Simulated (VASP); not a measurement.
# SrCl2 (P6/mmm) in VASP: a series of runs

Runs on SrCl2. Level: PBE. Tasks: single point, relaxation of cell and atoms.

All numbers are computed with VASP 6.6.1; they aren't measurements. Logs are shortened: lines on timing, memory, paths and dates and some standing lists are left out, and cuts for length are marked.

**1. The cell of the first run**

It takes space group P6/mmm (No. 191, hexagonal). Conventional cell: a = 4.660 Å, b = 4.660 Å, c = 3.229 Å, α = 90.00°, β = 90.00°, γ = 120.00°. Sr (site symmetry 6/mmm) has 12 Cl at 3.14 Å and 2 Sr at 3.23 Å within 4.1 Å. Within 3.5 Å of Cl (site symmetry -6m2) lie 5 Cl at 2.69 to 3.23 Å and 6 Sr at 3.14 Å.

**2. Single point, PBE**

Input file INCAR:

```
ALGO = Normal
EDIFF = 1E-6
ENCUT = 520
GGA = PE
ISIF = 2
ISMEAR = 0
LASPH = True
LCHARG = False
LREAL = False
LWAVE = False
NBANDS = 19
NELM = 80
PREC = Accurate
SIGMA = 0.01
```

Input file KPOINTS:

```
k-points
0
Gamma
  6 6 5
```

Input file POSCAR:

```
SrCl2
1.0
    4.6595628275      0.0000000000      0.0000000000
   -2.3297814138      4.0352997792      0.0000000000
    0.0000000000      0.0000000000      3.2290815450
Sr Cl
1 2
Direct
    0.0000000000      0.0000000000      0.0000000000
    0.3333333333      0.6666666667      0.5000000000
    0.6666666667      0.3333333333      0.5000000000
```

Potentials or basis: VASP PAW PBE potentials, release 64 (Sr_sv, Cl).

Run with:

```
$ cat potpaw_PBE.64/Sr_sv/POTCAR potpaw_PBE.64/Cl/POTCAR > POTCAR
$ mpirun -np 1 vasp_std > vasp.out
```

OUTCAR:

```text
EDIFF = 1E-6
   ENCUT = 520
   GGA = PE
   ISIF = 2
   ISMEAR = 0
   LASPH = True
   LREAL = False
   NELM = 80
   PREC = Accurate

 ion  position               nearest neighbor table
   1  0.000  0.000  0.000-   2 3.14   3 3.14   2 3.14   3 3.14   3 3.14   3 3.14   2 3.14   2 3.14
                             3 3.14   3 3.14   2 3.14   2 3.14
   2  0.333  0.667  0.500-   1 3.14   1 3.14   1 3.14   1 3.14   1 3.14   1 3.14
   3  0.667  0.333  0.500-   1 3.14   1 3.14   1 3.14   1 3.14   1 3.14   1 3.14

  LATTYP: Found a hexagonal cell.
 ALAT       =     4.6595628275
 C/A-ratio  =     0.6930009669

  Lattice vectors:

 A1 = (   4.6595628275,   0.0000000000,   0.0000000000)
 A2 = (  -2.3297814138,   4.0352997792,   0.0000000000)
 A3 = (   0.0000000000,   0.0000000000,   3.2290815450)

Analysis of symmetry for initial positions (statically):
=====================================================================
 Subroutine PRICEL returns:
 Original cell was already a primitive cell.

 Routine SETGRP: Setting up the symmetry group for a
 hexagonal supercell.

 Subroutine GETGRP returns: Found 24 space group operations
 (whereof 24 operations were pure point group operations)
 out of a pool of 24 trial point group operations.

The static configuration has the point symmetry D_6h.

Analysis of symmetry for dynamics (positions and initial velocities):
=====================================================================
 Subroutine PRICEL returns:
 Original cell was already a primitive cell.

 Routine SETGRP: Setting up the symmetry group for a
 hexagonal supercell.

 Subroutine GETGRP returns: Found 24 space group operations
 (whereof 24 operations were pure point group operations)
 out of a pool of 24 trial point group operations.

The dynamic configuration has the point symmetry D_6h.

 Subroutine INISYM returns: Found 24 space group operations
 (whereof 24 operations are pure point group operations),
 and found     1 'primitive' translations

----------------------------------------------------------------------------------------

                                     Primitive cell

  volume of cell :      60.7156

  direct lattice vectors                    reciprocal lattice vectors
     4.659562828  0.000000000  0.000000000     0.214612408  0.123906532  0.000000000
    -2.329781414  4.035299779  0.000000000     0.000000000  0.247813063  0.000000000
     0.000000000  0.000000000  3.229081545     0.000000000  0.000000000  0.309685583

  length of vectors
     4.659562828  4.659562828  3.229081545     0.247813063  0.247813063  0.309685583

  position of ions in fractional coordinates (direct lattice)
     0.000000000  0.000000000  0.000000000
     0.333333333  0.666666667  0.500000000
     0.666666667  0.333333333  0.500000000

  ion indices of the primitive-cell ions
   primitive index   ion index
                 1           1
                 2           2
                 3           3

----------------------------------------------------------------------------------------

 KPOINTS: k-points

Automatic generation of k-mesh.
 Grid dimensions read from file:
 generate k-points for:    6    6    5

 Generating k-lattice:

  Cartesian coordinates                     Fractional coordinates (reciprocal lattice)
     0.035768735  0.020651089  0.000000000     0.166666667  0.000000000  0.000000000
     0.000000000  0.041302177  0.000000000     0.000000000  0.166666667  0.000000000
     0.000000000  0.000000000  0.061937117     0.000000000  0.000000000  0.200000000

  Length of vectors
     0.041302177  0.041302177  0.061937117

  Shift w.r.t. Gamma in fractional coordinates (k-lattice)
     0.000000000  0.000000000  0.000000000

 Subroutine IBZKPT returns following result:
 ===========================================

 Found     21 irreducible k-points:

 Following reciprocal coordinates:
            Coordinates               Weight
  0.000000  0.000000  0.000000      1.000000
  0.166667  0.000000  0.000000      6.000000
  0.333333 -0.000000  0.000000      6.000000
  0.500000  0.000000  0.000000      3.000000
  0.166667  0.166667  0.000000      6.000000
  0.333333  0.166667  0.000000     12.000000
[... 13 lines left out ...]
  0.333333  0.166667  0.400000     24.000000
  0.333333  0.333333  0.400000      4.000000
   k-points           NKPTS =     21   k-points in BZ     NKDIM =     21   number of bands    NBANDS=     19
   number of dos      NEDOS =    301   number of ions     NIONS =      3
   total plane-waves  NPLWV =  31104
   dimension x,y,z NGX =    36 NGY =   36 NGZ =   24
   dimension x,y,z NGXF=    72 NGYF=   72 NGZF=   48
   ions per type =               1   2
   NGX,Y,Z   is equivalent  to a cutoff of  12.84, 12.84, 12.36 a.u.
   NGXF,Y,Z  is equivalent  to a cutoff of  25.69, 25.69, 24.71 a.u.
 SYSTEM =  unknown system
   PREC   = accura    normal or accurate (medium, high low for compatibility)
   ISTART =      0    job   : 0-new  1-cont  2-samecut
   ICHARG =      2    charge: 1-file 2-atom 10-const
   ISPIN  =      1    spin polarized calculation?
   LNONCOLLINEAR =      F non collinear calculations
   LSORBIT =      F    spin-orbit coupling
   LASPH  =      T    aspherical Exc in radial PAW
   ENCUT  =  520.0 eV  38.22 Ry    6.18 a.u.   8.66  8.66  6.00*2*pi/ulx,y,z
   NELM   =     80;   NELMIN=  2; NELMDL= -5     # of ELM steps
   EDIFF  = 0.1E-05   stopping-criterion for ELM
   LREAL  =      F    real-space projection
   EDIFFG = 0.1E-04   stopping-criterion for IOM
   NSW    =      0    number of steps for IOM
   IBRION =     -1    ionic relax: 0-MD 1-quasi-New 2-CG
   NFREE  =      0    steps in history (QN), initial steepest desc. (CG)
   ISIF   =      2    stress and relaxation
   ISYM   =      2    0-nonsym 1-usesym 2-fastsym
   POTIM  = 0.5000    time-step for ionic-motion
   TEBEG  =    0.0;   TEEND  =   0.0 temperature during run
   PSTRESS=    0.0 pullay stress
   NELECT =      24.0000    total number of electrons
   NUPDOWN=      -1.0000    fix difference up-down
   EMIN   =  10.00;   EMAX   =-10.00  energy-range for DOS
   EFERMI =   0.00;   METHOD = LEGACY
   ISMEAR =     0;   SIGMA  =   0.01  broadening in eV -4-tet -1-fermi 0-gaus
   EFERMI_NEDOS =   21; number of points for ismear=-14 and -15
   IALGO  =     38    algorithm
   IMIX   =      4    mixing-type and parameters
     AMIX     =   0.40;   BMIX     =  1.00
     AMIX_MAG =   1.60;   BMIX_MAG =  1.00
  volume/ion in A,a.u.               =      20.24       136.58
  Fermi-wavevector in a.u.,A,eV,Ry     =   1.201467  2.270444 19.640328  1.443523
  Thomas-Fermi vector in A             =   2.337275
   LORBIT       =      0    0 simple, 1 ext, 2 COOP (PROOUT), +10 PAW based schemes
   GGA     = PE    functional components
   LHFCALC =     F    Hartree Fock is set to
   AEXX    =    0.0000 exact exchange contribution
   IVDW    =     0    specifies the selected vdW correction
   LEPSILON=     F    determine dielectric tensor
   LRPA    =     F    only Hartree local field effects (RPA)
 non-spin polarized calculation
 Gauss-broadening in eV      SIGMA  =   0.01
  energy-cutoff  :      520.00
  volume of cell :       60.72
 maximum number of plane-waves:      1645
 NGX is ok and might be reduce to    36
   NGX = 17   NGY = 17   NGZ = 13

 number of electron      24.0000005 magnetization

 Free energy of the ion-electron system (eV)
  ---------------------------------------------------
  ext. energy  EPLUGINS =         0.00000000
  ---------------------------------------------------
  free energy    TOTEN  =        -9.93857677 eV

  energy without entropy =       -9.93857677  energy(sigma->0) =       -9.93857677

 E-fermi :   5.2240     XC(G=0): -10.0887

 val. band max:        5.0830688805   @ k =   0.3333   0.3333   0.4000
 cond. band min:       6.0728897465   @ k =   0.0000   0.0000   0.0000
 fundamental gap:      0.9898208660
 Fermi energy:         5.2240099496

 k-point     1 :       0.0000    0.0000    0.0000
  band No.  band energies     occupation
      1     -30.5063      2.00000
      2     -12.4142      2.00000
      3     -12.4142      2.00000
      4     -12.1024      2.00000
      5     -11.4824      2.00000
      6      -8.8464      2.00000
[... 11 lines left out ...]
     18      11.5265      0.00000
     19      15.2469      0.00000

 k-point     2 :       0.1667    0.0000    0.0000
  band No.  band energies     occupation
      1     -30.5051      2.00000
      2     -12.5962      2.00000
      3     -12.4226      2.00000
      4     -12.1001      2.00000
      5     -11.1623      2.00000
      6      -9.0665      2.00000
[... 11 lines left out ...]
     18      11.6294      0.00000
     19      14.1694      0.00000

 k-point     3 :       0.3333   -0.0000    0.0000
  band No.  band energies     occupation
      1     -30.5027      2.00000
      2     -12.8122      2.00000
      3     -12.4394      2.00000
      4     -12.0955      2.00000
      5     -10.5969      2.00000
      6      -9.5381      2.00000
[... 11 lines left out ...]
     18      12.0443      0.00000
     19      13.2564      0.00000

 k-point     4 :       0.5000    0.0000    0.0000
  band No.  band energies     occupation
      1     -30.5015      2.00000
      2     -12.8883      2.00000
      3     -12.4477      2.00000
      4     -12.0932      2.00000
      5     -10.1444      2.00000
      6      -9.9571      2.00000
[... 11 lines left out ...]
     18      11.9637      0.00000
     19      12.3948      0.00000

 k-point     5 :       0.1667    0.1667    0.0000
  band No.  band energies     occupation
      1     -30.5033      2.00000
      2     -12.7463      2.00000
      3     -12.4614      2.00000
      4     -12.0967      2.00000
      5     -10.7476      2.00000
      6      -9.3963      2.00000
[... 11 lines left out ...]
     18      11.7717      0.00000
     19      13.5219      0.00000

 k-point     6 :       0.3333    0.1667    0.0000
  band No.  band energies     occupation
      1     -30.5015      2.00000
      2     -12.8267      2.00000
      3     -12.5235      2.00000
      4     -12.0932      2.00000
      5     -10.2649      2.00000
      6      -9.8035      2.00000
[... 11 lines left out ...]
     18      12.1400      0.00000
     19      12.8205      0.00000

 k-point     7 :       0.3333    0.3333    0.0000
  band No.  band energies     occupation
      1     -30.5009      2.00000
      2     -12.7016      2.00000
      3     -12.7016      2.00000
      4     -12.0921      2.00000
      5     -10.0065      2.00000
      6     -10.0065      2.00000
[... 11 lines left out ...]
     18      11.8746      0.00000
     19      13.3323      0.00000

 k-point     8 :       0.0000    0.0000    0.2000
  band No.  band energies     occupation
      1     -30.4584      2.00000
      2     -12.7241      2.00000
      3     -12.3516      2.00000
      4     -12.3516      2.00000
      5     -11.0762      2.00000
      6      -8.6965      2.00000
[... 190 lines left out ...]
 k-point    17 :       0.3333   -0.0000    0.4000
  band No.  band energies     occupation
      1     -30.3769      2.00000
      2     -13.2832      2.00000
      3     -12.3461      2.00000
      4     -12.2612      2.00000
      5     -10.4098      2.00000
      6      -9.1164      2.00000
[... 11 lines left out ...]
     18      12.1751      0.00000
     19      12.7561      0.00000

 k-point    18 :       0.5000    0.0000    0.4000
  band No.  band energies     occupation
      1     -30.3761      2.00000
      2     -13.2286      2.00000
      3     -12.3793      2.00000
      4     -12.2658      2.00000
      5     -10.2568      2.00000
      6      -9.4273      2.00000
[... 11 lines left out ...]
     18      11.4282      0.00000
     19      12.0547      0.00000

 k-point    19 :       0.1667    0.1667    0.4000
  band No.  band energies     occupation
      1     -30.3773      2.00000
      2     -13.3103      2.00000
      3     -12.3229      2.00000
      4     -12.2655      2.00000
      5     -10.4574      2.00000
      6      -8.9916      2.00000
[... 11 lines left out ...]
     18      12.2014      0.00000
     19      13.6377      0.00000

 k-point    20 :       0.3333    0.1667    0.4000
  band No.  band energies     occupation
      1     -30.3761      2.00000
      2     -13.2312      2.00000
      3     -12.3594      2.00000
      4     -12.2839      2.00000
      5     -10.2314      2.00000
      6      -9.4596      2.00000
[... 11 lines left out ...]
     18      11.7688      0.00000
     19      12.6924      0.00000

 k-point    21 :       0.3333    0.3333    0.4000
  band No.  band energies     occupation
      1     -30.3757      2.00000
      2     -13.2068      2.00000
      3     -12.3299      2.00000
      4     -12.3299      2.00000
      5      -9.8889      2.00000
      6      -9.8889      2.00000
[... 11 lines left out ...]
     18      11.2075      0.00000
     19      14.0251      0.00000

------------------------ aborting loop because EDIFF is reached ----------------------------------------

  FORCE on cell =-STRESS in cart. coord.  units (eV):
  Direction    XX          YY          ZZ          XY          YZ          ZX
  --------------------------------------------------------------------------------------
  -------------------------------------------------------------------------------------
  Total        5.7343426      5.7343426      5.7592528     -0.0000000      0.0000000      0.0000000
  in kB      151.3192671    151.3192671    151.9766039     -0.0000000      0.0000000      0.0000000
  external PRESSURE =     151.5383794 kB  Pullay stress =       0.0000000 kB

 VOLUME and BASIS-vectors are now :
 -----------------------------------------------------------------------------
  energy-cutoff  :      520.00
  volume of cell :       60.72
      direct lattice vectors                 reciprocal lattice vectors
     4.659562828  0.000000000  0.000000000     0.214612408  0.123906532  0.000000000
    -2.329781414  4.035299779  0.000000000     0.000000000  0.247813063  0.000000000
     0.000000000  0.000000000  3.229081545     0.000000000  0.000000000  0.309685583

 POSITION                                       TOTAL-FORCE (eV/Angst)
 -----------------------------------------------------------------------------------
      0.00000      0.00000      0.00000        -0.000000      0.000000     -0.000000
     -0.00000      2.69020      1.61454        -0.000000     -0.000000      0.000000
      2.32978      1.34510      1.61454         0.000000      0.000000     -0.000000
 -----------------------------------------------------------------------------------
    total drift:                                0.000000     -0.000000     -0.000000

  FREE ENERGIE OF THE ION-ELECTRON SYSTEM (eV)
  ---------------------------------------------------
  free  energy   TOTEN  =        -9.9385767741 eV

  energy  without entropy=       -9.9385767741  energy(sigma->0) =       -9.93857677
```

Run time: 16 s. Hardware: 1 thread of Intel Xeon Platinum 8488C (Sapphire Rapids), shared host; peak memory 0.18 GiB.

Results:

| Property | Result |
| --- | --- |
| Free energy | -9.9386 eV |
| Pressure | 15.2 GPa |
| Band gap on the k mesh | 0.99 eV, indirect (least direct gap 1.73 eV) |

**3. Single point, PBE**

This run uses another cell than the first one, of 26.53 Å³/atom, 1.311 times its volume.

Input file INCAR:

```
PREC = Accurate
ENCUT = 520
EDIFF = 1E-6
ISMEAR = 0
SIGMA = 0.01
LREAL = False
LASPH = True
NELM = 80
ALGO = Normal
ISIF = 2
LWAVE = False
LCHARG = True
GGA = PE
LELF = True
LVHAR = True
NBANDS = 19
```

Input file KPOINTS:

```
regular mesh
0
Gamma
  6 6 5
```

Input file POSCAR:

```
SrCl2
1.0
    5.0157614643      0.0000000000      0.0000000000
   -2.5078807321      4.3437768474      0.0000000000
    0.0000000000      0.0000000000      3.6525142855
Sr Cl
1 2
Direct
    0.0000000000      0.0000000000      0.0000000000
    0.3333333333      0.6666666667      0.5000000000
    0.6666666667      0.3333333333      0.5000000000
```

Potentials or basis: VASP PAW PBE potentials, release 64 (Sr_sv, Cl).

Run with:

```
$ cat potpaw_PBE.64/Sr_sv/POTCAR potpaw_PBE.64/Cl/POTCAR > POTCAR
$ mpirun -np 1 vasp_std > vasp.out
```

It took 30 s on 1 thread of Intel Xeon Platinum 8488C (Sapphire Rapids), shared host; peak memory 0.2 GiB.

The run converged. Its results:

- Free energy: -10.6467 eV
- Pressure: 0.0 GPa
- Band gap on the k mesh: 1.36 eV, indirect (least direct gap 2.04 eV)

Levels at points of the mesh, in eV from the valence-band top:
```csv
k point,band 10,band 11,band 12,band 13,band 14,band 15
"(0.00, 0.00, 0.00)",-1.36,-1.36,-0.90,1.36,2.99,5.44
"(0.50, 0.00, 0.00)",-1.42,-1.38,-0.69,2.06,4.16,5.34
```

A k mesh can miss the band edges. Expect the measured gap to be larger: semilocal functionals such as PBE lack the derivative discontinuity.

(Continued in part 2 of 2.)
